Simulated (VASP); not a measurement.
C, 2 atoms in the cell. The structure is trigonal, space group R-3m (No. 166). Conventional cell: a = 2.465 Å, b = 2.465 Å, c = 10.083 Å, α = 90.00°, β = 90.00°, γ = 120.00°. Within 1.9 Å of C (site symmetry 3m) lie 3 C at 1.42 Å. 

* Program: VASP 6.6.1
* Task: single point
* Functional: PBE
* Dispersion: D3(BJ)
* Potentials or basis: VASP PAW PBE potentials, release 64 (C)
* Cutoff: 520 eV
* k mesh: 15 × 15 × 15
* Occupations: gaussian, width 0.05 eV
* Spin: no spin polarisation
* Dipole correction: no
* Further INCAR settings: ALGO = Normal; EDIFF = 1e-06; NBANDS = 11

Potentials or basis: VASP PAW PBE potentials, release 64 (C).

Launch:

```bash
$ cat potpaw_PBE.64/C/POTCAR > POTCAR
$ mpirun -np 1 vasp_std > vasp.out
```

Hardware: 1 thread of AMD EPYC 7R13, with other jobs on the host.

Question: Estimate the wall time of this run.

Answer: Wall time 59 s on 1 thread of AMD EPYC 7R13, with other jobs on the host, peak memory 0.2 GiB. Counts: scf iterations 11, k points 344.
